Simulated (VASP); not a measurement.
Set up this calculation in VASP 6.6.1, as the native input.

- Task: relaxation of cell and atoms
- Functional: PBE
- Potentials or basis: VASP PAW PBE potentials, release 64 (Nb_sv, Si)
- Cutoff: 600 eV
- k mesh: 4 × 4 × 4
- Occupations: gaussian, width 0.1 eV
- Spin: no spin polarisation
- Dipole correction: no
- Further INCAR settings: ALGO = Normal; EDIFF = 1e-06; IBRION = 2; EDIFFG = -0.04; NSW = 90; ISIF = 3

The structure of Nb2Si lies in POSCAR:

```
Nb2Si
1.0
    0.0000000000      3.6094012044      3.6094012044
    3.6094012044      0.0000000000      3.6094012044
    3.6094012044      3.6094012044      0.0000000000
Nb Si
4 2
Direct
    0.6250000000      0.6250000000      0.6250000000
    0.1250000000      0.6250000000      0.6250000000
    0.6250000000      0.6250000000      0.1250000000
    0.6250000000      0.1250000000      0.6250000000
    0.0000000000      0.0000000000      0.0000000000
    0.2500000000      0.2500000000      0.2500000000
```

The input as run:

INCAR

```
SYSTEM = Nb2Si
PREC     = Accurate       ! precision mode
ENCUT    = 600            ! plane-wave cutoff, eV
EDIFF    = 1E-6           ! SCF threshold, eV
ISMEAR   = 0              ! smearing method
SIGMA    = 0.1            ! smearing width, eV
LREAL    = .False.        ! projectors in reciprocal space
LASPH    = .True.         ! aspherical terms in the spheres
NELM     = 60             ! most SCF steps
ALGO     = Normal         ! electronic algorithm
ISIF     = 3              ! what is computed and relaxed
LWAVE    = .False.        ! write WAVECAR
LCHARG   = .False.        ! write CHGCAR
GGA      = PE             ! functional
IBRION   = 2              ! ionic algorithm
NSW      = 90             ! ionic steps
EDIFFG   = -0.04          ! ionic threshold
```

KPOINTS

```
Automatic mesh
0
Gamma
  4 4 4
  0 0 0
```

Potentials or basis: VASP PAW PBE potentials, release 64 (Nb_sv, Si).

The run is started by

```sh
$ cat potpaw_PBE.64/Nb_sv/POTCAR potpaw_PBE.64/Si/POTCAR > POTCAR
$ mpirun -np 1 vasp_std > vasp.out
```

Results of the run:

| Item | Value |
| --- | --- |
| Relaxed volume | 18.13 Å³/atom |
| Relaxed cell | a = 5.358 Å, b = 5.358 Å, c = 5.358 Å, α = 60.00°, β = 60.00°, γ = 60.00° |
| Space group after relaxing (to 0.05 Å) | Fd-3m (No. 227) |
| Energy gained by relaxing | 169.8 meV/atom |
| Ionic steps | 4 |
| Pressure after relaxing | -0.1 GPa |
| Band gap on the k mesh | 0.04 eV, indirect (least direct gap 0.10 eV) |

Caveat: the volume moved by over 15 % at a fixed basis, so the end points are rough.

It took 2.8 min on 1 thread of Intel(R) Xeon(R) Platinum 8259CL CPU @ 2.50GHz (Skylake/Cascade Lake), on a shared host, peak memory 0.27 GiB.
